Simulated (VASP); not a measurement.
Runs of VASP 6.6.1 on KI. The structure is that of space group Fm-3m (No. 225), or close to it. The cells are those of the table. 

| cell | gap on the mesh (eV) | pressure (GPa) |
| --- | --- | --- |
| a = 5.383 Å, angles 60.0°, 2 atoms | 3.51 | -1.2 |
| a = 4.586 Å, angles 60.0°, 2 atoms | (c) | 6.9 |
| a = 5.184 Å, angles 60.0°, 2 atoms | 3.72 | -0.5 |
| a = 5.085, b = 5.085, c = 4.984 Å, angles 60.7, 60.7, 58.7°, 2 atoms | 3.89 | 0.3 |
| a = 4.785 Å, angles 60.0°, 2 atoms | 4.29 | 3.0 |
| a = 4.686, b = 4.686, c = 4.586 Å, angles 60.7, 60.7, 58.6°, 2 atoms | 4.43 | (b) |
| a = 4.886, b = 4.886, c = 4.785 Å, angles 60.7, 60.7, 58.6°, 2 atoms | 4.17 | (a) |
| a = 5.284, b = 5.284, c = 5.184 Å, angles 60.6, 60.6, 58.7°, 2 atoms | 3.64 | -0.8 |

Alike in all rows: task single point; level PBE; potentials or basis VASP PAW PBE potentials, release 64 (K_sv, I); no spin polarisation; k mesh 6 × 6 × 6; cutoff (eV) 520; smearing gaussian 0.05 eV.

Question: Fill in the values left out.

Answer: (a) 2.2; (b) 5.5; (c) 4.34.

Caveats: spin-orbit coupling is left out, which moves the levels of the heavy elements.

A k mesh can miss the band edges, and the runs leave out spin-orbit coupling on I.
